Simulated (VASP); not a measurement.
Here is a VASP 6.6.1 calculation.

Contents of INCAR:

```
SYSTEM = ScPd3
  PREC = Accurate
  ENCUT = 520
  EDIFF = 1E-6
  ISMEAR = 1
  SIGMA = 0.1
  LREAL = .FALSE.
  LASPH = .TRUE.
  NELM = 100
  ALGO = Normal
  ISIF = 2
  LWAVE = .FALSE.
  LCHARG = .TRUE.
  GGA = PS
  LELF = .TRUE.
  LVHAR = .TRUE.
  NBANDS = 28
```

The input KPOINTS:

```
regular mesh
0
G
  5 5 5
  0 0 0
```

POSCAR

```
ScPd3
1.0
    3.9377223316      0.0000000000      0.0000000000
    0.0000000000      3.9377223316      0.0000000000
    0.0000000000      0.0000000000      3.9377223316
Sc Pd
1 3
Direct
    0.0000000000      0.0000000000      0.0000000000
    0.0000000000      0.5000000000      0.5000000000
    0.5000000000      0.0000000000      0.5000000000
    0.5000000000      0.5000000000      0.0000000000
```

Potentials or basis: VASP PAW PBE potentials, release 64 (Sc_sv, Pd).

Launch:

```sh
$ cat potpaw_PBE.64/Sc_sv/POTCAR potpaw_PBE.64/Pd/POTCAR > POTCAR
$ mpirun -np 1 vasp_std > vasp.out
```

(1) Predict the pressure.

Results:

(1) 0.1 GPa.

Caveat: the PAW data sets were made with another functional, which shifts forces and pressure a little.
